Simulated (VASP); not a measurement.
# NaCl (I4/mmm) in VASP: a series of runs

NaCl is run at these levels: PBEsol; tasks: single point.

Program: VASP 6.6.1. These are calculated values, not measurements. Logs are shortened: lines on timing, memory, paths and dates and some standing lists are left out, and cuts for length are marked.

## 1. The cell of the first run

It takes space group I4/mmm (No. 139, tetragonal). Conventional cell: a = 4.005 Å, b = 4.005 Å, c = 5.550 Å, α = 90.00°, β = 90.00°, γ = 90.00°. Na (site symmetry 4/mmm) has 6 Cl at 2.78 to 2.83 Å within 3.7 Å. Cl (site symmetry 4/mmm) has 6 Na at 2.78 to 2.83 Å within 3.7 Å.

## 2. Single point, PBEsol (strain -0.0200 x Voigt [0, 1, 0, 0, 0, 0])

Contents of INCAR:

```
SYSTEM = NaCl
PREC = Accurate
ENCUT = 520
EDIFF = 1E-7
ISMEAR = 0
SIGMA = 0.05
LREAL = .FALSE.
LASPH = .TRUE.
NELM = 100
ALGO = Normal
ISIF = 2
LWAVE = .FALSE.
LCHARG = .FALSE.
GGA = PS
NBANDS = 14
```

Contents of KPOINTS:

```
Automatic mesh
0
G
  8 8 8
  0 0 0
```

Contents of POSCAR:

```
NaCl
1.0
    0.0000000000      2.7751150000      2.8317500000
    2.8317500000      0.0000000000      2.8317500000
    2.8317500000      2.7751150000      0.0000000000
Na Cl
1 1
Direct
    0.0000000000      0.0000000000      0.0000000000
    0.5000000000      0.5000000000      0.5000000000
```

Potentials or basis: VASP PAW PBE potentials, release 64 (Na_pv, Cl).

Command:

```sh
$ cat potpaw_PBE.64/Na_pv/POTCAR potpaw_PBE.64/Cl/POTCAR > POTCAR
$ mpirun -np 1 vasp_std > vasp.out
```

OUTCAR:

```text
SYSTEM = NaCl
   PREC = Accurate
   ENCUT = 520
   EDIFF = 1E-7
   ISMEAR = 0
   LREAL = .FALSE.
   LASPH = .TRUE.
   NELM = 100
   ISIF = 2
   GGA = PS

 ion  position               nearest neighbor table
   1  0.000  0.000  0.000-
   2  0.500  0.500  0.500-

  LATTYP: Found a body centered tetragonal cell.
 ALAT       =     4.0046992553
 C/A-ratio  =     1.3859292911

  Lattice vectors:

 A1 = (   0.0000000000,  -2.7751150000,   2.8317500000)
 A2 = (   0.0000000000,  -2.7751150000,  -2.8317500000)
 A3 = (   2.8317500000,   2.7751150000,   0.0000000000)

Analysis of symmetry for initial positions (statically):
=====================================================================
 Subroutine PRICEL returns:
 Original cell was already a primitive cell.

 Routine SETGRP: Setting up the symmetry group for a
 body centered tetragonal supercell.

 Subroutine GETGRP returns: Found 16 space group operations
 (whereof 16 operations were pure point group operations)
 out of a pool of 16 trial point group operations.

The static configuration has the point symmetry D_4h.

Analysis of symmetry for dynamics (positions and initial velocities):
=====================================================================
 Subroutine PRICEL returns:
 Original cell was already a primitive cell.

 Routine SETGRP: Setting up the symmetry group for a
 body centered tetragonal supercell.

 Subroutine GETGRP returns: Found 16 space group operations
 (whereof 16 operations were pure point group operations)
 out of a pool of 16 trial point group operations.

The dynamic configuration has the point symmetry D_4h.

 Subroutine INISYM returns: Found 16 space group operations
 (whereof 16 operations are pure point group operations),
 and found     1 'primitive' translations

----------------------------------------------------------------------------------------

                                     Primitive cell

  volume of cell :      44.5062

  direct lattice vectors                    reciprocal lattice vectors
     0.000000000  2.775115000  2.831750000    -0.176569259  0.180172714  0.176569259
     2.831750000  0.000000000  2.831750000     0.176569259 -0.180172714  0.176569259
     2.831750000  2.775115000  0.000000000     0.176569259  0.180172714 -0.176569259

  length of vectors
     3.964854515  4.004699255  3.964854515     0.307921440  0.307921440  0.307921440

  position of ions in fractional coordinates (direct lattice)
     0.000000000  0.000000000  0.000000000
     0.500000000  0.500000000  0.500000000

  ion indices of the primitive-cell ions
   primitive index   ion index
                 1           1
                 2           2

----------------------------------------------------------------------------------------

 KPOINTS: Automatic mesh

Automatic generation of k-mesh.
 Grid dimensions read from file:
 generate k-points for:    8    8    8

 Generating k-lattice:

  Cartesian coordinates                     Fractional coordinates (reciprocal lattice)
    -0.022071157  0.022521589  0.022071157     0.125000000  0.000000000 -0.000000000
     0.022071157 -0.022521589  0.022071157     0.000000000  0.125000000  0.000000000
     0.022071157  0.022521589 -0.022071157    -0.000000000  0.000000000  0.125000000

  Length of vectors
     0.038490180  0.038490180  0.038490180

  Shift w.r.t. Gamma in fractional coordinates (k-lattice)
     0.000000000  0.000000000  0.000000000

 Subroutine IBZKPT returns following result:
 ===========================================

 Found     59 irreducible k-points:

 Following reciprocal coordinates:
            Coordinates               Weight
  0.000000  0.000000  0.000000      1.000000
  0.125000  0.000000  0.000000      8.000000
  0.250000  0.000000  0.000000      8.000000
  0.375000  0.000000  0.000000      8.000000
  0.500000  0.000000  0.000000      4.000000
  0.125000  0.125000  0.000000      4.000000
[... 16 lines left out ...]
  0.250000  0.000000  0.125000      8.000000
  0.375000  0.000000  0.125000      8.000000
 [... further k-points ...]
   k-points           NKPTS =     59   k-points in BZ     NKDIM =     59   number of bands    NBANDS=     14
   number of dos      NEDOS =    301   number of ions     NIONS =      2
   total plane-waves  NPLWV =  27000
   dimension x,y,z NGX =    30 NGY =   30 NGZ =   30
   dimension x,y,z NGXF=    60 NGYF=   60 NGZF=   60
   ions per type =               1   1
   NGX,Y,Z   is equivalent  to a cutoff of  12.58, 12.45, 12.58 a.u.
   NGXF,Y,Z  is equivalent  to a cutoff of  25.16, 24.91, 25.16 a.u.
 SYSTEM =  NaCl
   PREC   = accura    normal or accurate (medium, high low for compatibility)
   ISTART =      0    job   : 0-new  1-cont  2-samecut
   ICHARG =      2    charge: 1-file 2-atom 10-const
   ISPIN  =      1    spin polarized calculation?
   LNONCOLLINEAR =      F non collinear calculations
   LSORBIT =      F    spin-orbit coupling
   LASPH  =      T    aspherical Exc in radial PAW
   ENCUT  =  520.0 eV  38.22 Ry    6.18 a.u.   7.37  7.45  7.37*2*pi/ulx,y,z
   NELM   =    100;   NELMIN=  2; NELMDL= -5     # of ELM steps
   EDIFF  = 0.1E-06   stopping-criterion for ELM
   LREAL  =      F    real-space projection
   EDIFFG = 0.1E-05   stopping-criterion for IOM
   NSW    =      0    number of steps for IOM
   IBRION =     -1    ionic relax: 0-MD 1-quasi-New 2-CG
   NFREE  =      0    steps in history (QN), initial steepest desc. (CG)
   ISIF   =      2    stress and relaxation
   ISYM   =      2    0-nonsym 1-usesym 2-fastsym
   POTIM  = 0.5000    time-step for ionic-motion
   TEBEG  =    0.0;   TEEND  =   0.0 temperature during run
   PSTRESS=    0.0 pullay stress
   NELECT =      14.0000    total number of electrons
   NUPDOWN=      -1.0000    fix difference up-down
   EMIN   =  10.00;   EMAX   =-10.00  energy-range for DOS
   EFERMI =   0.00;   METHOD = LEGACY
   ISMEAR =     0;   SIGMA  =   0.05  broadening in eV -4-tet -1-fermi 0-gaus
   EFERMI_NEDOS =   21; number of points for ismear=-14 and -15
   IALGO  =     38    algorithm
   IMIX   =      4    mixing-type and parameters
     AMIX     =   0.40;   BMIX     =  1.00
     AMIX_MAG =   1.60;   BMIX_MAG =  1.00
  volume/ion in A,a.u.               =      22.25       150.17
  Fermi-wavevector in a.u.,A,eV,Ry     =   1.113381  2.103986 16.866025  1.239618
  Thomas-Fermi vector in A             =   2.249965
   LORBIT       =      0    0 simple, 1 ext, 2 COOP (PROOUT), +10 PAW based schemes
   GGA     = PS    functional components
   LHFCALC =     F    Hartree Fock is set to
   AEXX    =    0.0000 exact exchange contribution
   IVDW    =     0    specifies the selected vdW correction
   LEPSILON=     F    determine dielectric tensor
   LRPA    =     F    only Hartree local field effects (RPA)
 non-spin polarized calculation
 Gauss-broadening in eV      SIGMA  =   0.05
  energy-cutoff  :      520.00
  volume of cell :       44.51
 maximum number of plane-waves:      1235
 NGX is ok and might be reduce to    30
   NGX = 15   NGY = 15   NGZ = 15

 number of electron      14.0000003 magnetization

 Free energy of the ion-electron system (eV)
  ---------------------------------------------------
  ext. energy  EPLUGINS =         0.00000000
  ---------------------------------------------------
  free energy    TOTEN  =        -6.99636889 eV

  energy without entropy =       -6.99636889  energy(sigma->0) =       -6.99636889

 E-fermi :  -0.4352     XC(G=0):  -8.3668

 val. band max:       -0.7351343236   @ k =   0.0000   0.0000   0.0000
 cond. band min:       4.2199468130   @ k =   0.0000   0.0000   0.0000
 fundamental gap:      4.9550811366
 Fermi energy:        -0.4352311433

 k-point     1 :       0.0000    0.0000    0.0000
  band No.  band energies     occupation
      1     -21.3769      2.00000
      2     -21.3769      2.00000
      3     -21.3747      2.00000
      4     -13.4028      2.00000
      5      -0.7523      2.00000
      6      -0.7351      2.00000
      7      -0.7351      2.00000
      8       4.2199      0.00000
      9      10.2155      0.00000
     10      10.2155      0.00000
     11      10.3694      0.00000
     12      12.3687      0.00000
     13      12.6202      0.00000
     14      13.8864      0.00000

 k-point     2 :       0.1250    0.0000    0.0000
  band No.  band energies     occupation
      1     -21.3810      2.00000
      2     -21.3773      2.00000
      3     -21.3756      2.00000
      4     -13.3535      2.00000
      5      -1.1271      2.00000
      6      -0.7856      2.00000
      7      -0.7804      2.00000
      8       4.7274      0.00000
      9       9.6969      0.00000
     10      10.4049      0.00000
     11      10.5204      0.00000
     12      12.1198      0.00000
     13      12.3305      0.00000
     14      14.8498      0.00000

 k-point     3 :       0.2500    0.0000    0.0000
  band No.  band energies     occupation
      1     -21.3922      2.00000
      2     -21.3782      2.00000
      3     -21.3763      2.00000
      4     -13.2309      2.00000
      5      -1.8822      2.00000
      6      -0.8858      2.00000
      7      -0.8780      2.00000
      8       5.7047      0.00000
      9       9.1335      0.00000
     10      10.4693      0.00000
     11      10.6546      0.00000
     12      12.3904      0.00000
     13      12.4710      0.00000
     14      14.7931      0.00000
[... 324 lines left out ...]
 k-point    23 :       0.2500    0.0000    0.1250
  band No.  band energies     occupation
      1     -21.3886      2.00000
      2     -21.3796      2.00000
      3     -21.3780      2.00000
      4     -13.2382      2.00000
      5      -1.7176      2.00000
      6      -0.9569      2.00000
      7      -0.9396      2.00000
      8       5.7514      0.00000
      9       8.8296      0.00000
     10      10.5307      0.00000
     11      10.8433      0.00000
     12      11.5549      0.00000
     13      12.9324      0.00000
     14      15.9346      0.00000

 k-point    24 :       0.3750    0.0000    0.1250
  band No.  band energies     occupation
      1     -21.3992      2.00000
      2     -21.3806      2.00000
      3     -21.3786      2.00000
      4     -13.1154      2.00000
      5      -2.3068      2.00000
      6      -1.0757      2.00000
      7      -1.0549      2.00000
      8       6.5215      0.00000
      9       8.8613      0.00000
     10       9.9227      0.00000
     11      10.6357      0.00000
     12      12.7131      0.00000
     13      14.1501      0.00000
     14      15.4802      0.00000

 [... further k-points ...]

------------------------ aborting loop because EDIFF is reached ----------------------------------------

  FORCE on cell =-STRESS in cart. coord.  units (eV):
  Direction    XX          YY          ZZ          XY          YZ          ZX
  --------------------------------------------------------------------------------------
  -------------------------------------------------------------------------------------
  Total       -0.1553193      0.0842284     -0.1553193      0.0000000      0.0000000      0.0000000
  in kB       -5.5913296      3.0321330     -5.5913296      0.0000000      0.0000000      0.0000000
  external PRESSURE =      -2.7168421 kB  Pullay stress =       0.0000000 kB

 VOLUME and BASIS-vectors are now :
 -----------------------------------------------------------------------------
  energy-cutoff  :      520.00
  volume of cell :       44.51
      direct lattice vectors                 reciprocal lattice vectors
     0.000000000  2.775115000  2.831750000    -0.176569259  0.180172714  0.176569259
     2.831750000  0.000000000  2.831750000     0.176569259 -0.180172714  0.176569259
     2.831750000  2.775115000  0.000000000     0.176569259  0.180172714 -0.176569259

 POSITION                                       TOTAL-FORCE (eV/Angst)
 -----------------------------------------------------------------------------------
      0.00000      0.00000      0.00000         0.000000     -0.000000     -0.000000
      2.83175      2.77511      2.83175         0.000000      0.000000      0.000000
 -----------------------------------------------------------------------------------
    total drift:                               -0.000000      0.000000      0.000000

  FREE ENERGIE OF THE ION-ELECTRON SYSTEM (eV)
  ---------------------------------------------------
  free  energy   TOTEN  =        -6.9963688931 eV

  energy  without entropy=       -6.9963688931  energy(sigma->0) =       -6.99636889
```

It took 27 s on 1 thread of Intel Xeon Platinum 8488C (Sapphire Rapids), shared host; peak memory 0.18 GiB.

Results:

* Free energy: -6.9964 eV
* Pressure: -0.3 GPa
* Band gap on the k mesh: 4.96 eV

Caveat: the cell differs from its parent crystal (strain -0.0200 x Voigt [0, 1, 0, 0, 0, 0]); the PAW data sets were made with another functional, which shifts forces and pressure a little.

[end of part 1 of 2]
